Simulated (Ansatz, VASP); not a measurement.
One calculation of Sn, two programs

```
Sn
1.0
     5.60649    0.00000    0.00000
     0.00000    5.60649    0.00000
     0.00000    0.00000    4.58895
Sn
4
Direct
  0.34129 0.00000 0.75000
  0.65871 0.00000 0.25000
  0.00000 0.34129 0.00000
  0.00000 0.65871 0.50000
```

Alike in both runs: functional PBE; k mesh 4 × 4 × 4; occupations gaussian, width 0.1 eV; no spin polarisation.

Ansatz relaxed the structure, and its values are those at the end. VASP's run is a single point on that final structure, the one shown.

|  | VASP | Ansatz |
| --- | --- | --- |
| version | VASP 6.6.1 | Ansatz 0.2.0 |
| potentials or method | VASP PAW PBE potentials, release 64 (Sn_d), cutoff 520 eV | scalar-relativistic, plane waves, PAW |
| valence electrons in the cell | 56 | 56 |

|  | VASP | Ansatz | Ansatz less VASP |
| --- | --- | --- | --- |
| gap on the k mesh at the Fermi level (eV) | none | none | - |
| pressure (GPa) | -0.1 | -0.1 | +0.06 |
| rms of the force components (eV/Å) | 0.003 | 0.003 | -0.0003 |

A gap of «none» marks a metal or a gap that the smearing closes.
